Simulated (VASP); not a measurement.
A run of VASP 6.6.1 is set up as follows.

Contents of POSCAR:

```
Pd
1.0
    0.0000000000      1.9558504376      1.9558504376
    1.9558504376      0.0000000000      1.9558504376
    1.9558504376      1.9558504376      0.0000000000
Pd
1
Direct
    0.0000000000      0.0000000000      0.0000000000
```

File INCAR.step1:

```
SYSTEM = Pd
  ALGO = Normal
  EDIFF = 1E-4
  ENCUT = 520
  GGA = PE
  ISMEAR = 0
  LASPH = .True.
  LCHARG = .False.
  LREAL = .False.
  LWAVE = .True.
  NBANDS = 11
  NELM = 60
  PREC = Accurate
  SIGMA = 0.1
```

Contents of INCAR.step2:

```
SYSTEM = Pd
  ALGO = Normal
  EDIFF = 1E-6
  ENCUT = 520
  ISIF = 2
  ISMEAR = 0
  ISTART = 1
  LASPH = .True.
  LCHARG = .False.
  LMIXTAU = .True.
  LREAL = .False.
  LWAVE = .False.
  METAGGA = R2SCAN
  NBANDS = 11
  NELM = 60
  PREC = Accurate
  SIGMA = 0.1
```

File KPOINTS:

```
k-points
0
Gamma
  14 14 14
  0 0 0
```

Potentials or basis: VASP PAW PBE potentials, release 64 (Pd).

Launch:

```sh
$ cat potpaw_PBE.64/Pd/POTCAR > POTCAR
$ cp INCAR.step1 INCAR
$ mpirun -np 1 vasp_std > vasp.out
$ cp INCAR.step2 INCAR
$ mpirun -np 1 vasp_std > vasp.out
```

(1) Predict the pressure.

(2) Estimate the band gap on the k mesh.

Results:

(1) 0.4 GPa.

(2) zero (bands 5 and 6 overlap by 1.65 eV).

Caveat: the PAW data sets were made with another functional, which shifts forces and pressure a little.
